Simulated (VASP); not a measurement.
Input of a VASP 6.6.1 run:

The input INCAR:

```
SYSTEM = SiMo6
PREC = Accurate
ENCUT = 520
EDIFF = 1E-6
ISMEAR = 0
SIGMA = 0.1
LREAL = .FALSE.
LASPH = .TRUE.
NELM = 100
ALGO = Normal
ISIF = 2
LWAVE = .FALSE.
LCHARG = .TRUE.
LDIPOL = .TRUE.
IDIPOL = 3
DIPOL = 0.5 0.5 0.345
GGA = PS
LELF = .TRUE.
LVHAR = .TRUE.
LVACPOTAV = .TRUE.
NBANDS = 53
```

The input KPOINTS:

```
Automatic mesh
0
G
  6 6 1
  0 0 0
```

The input POSCAR:

```
SiMo6
1.0
    4.4256825773      0.0000000000      0.0000000000
   -2.2128412886      3.8327535410      0.0000000000
    0.0000000000      0.0000000000     19.7247696212
Mo Si
6 1
Direct
    0.6666666667      0.3333333333      0.2027907082
    0.3333333333      0.6666666667      0.2485904154
    0.0000000000      0.0000000000      0.2943901226
    0.6666666667      0.3333333333      0.3368101106
    0.3333333333      0.6666666667      0.3772266206
    0.0000000000      0.0000000000      0.4169767140
    0.0000000000      0.0000000000      0.5353160158
```

Potentials or basis: VASP PAW PBE potentials, release 64 (Mo_sv, Si).

Command:

```bash
$ cat potpaw_PBE.64/Mo_sv/POTCAR potpaw_PBE.64/Si/POTCAR > POTCAR
$ mpirun -np 1 vasp_std > vasp.out
```

What does it give for the band gap on the k mesh?

Zero (bands 44 and 45 overlap by 0.03 eV).

Estimate the largest force.

2.399 eV/Å.

Forces on the atoms (eV/Å):
```
Mo   0.000  0.000  2.021
Mo   0.000  0.000 -0.473
Mo   0.000  0.000 -2.399
Mo   0.000  0.000 -0.722
Mo   0.000  0.000  1.275
Mo   0.000  0.000  0.289
Si   0.000  0.000  0.008
```

Caveat: the PAW data sets were made with another functional, which shifts forces and pressure a little.
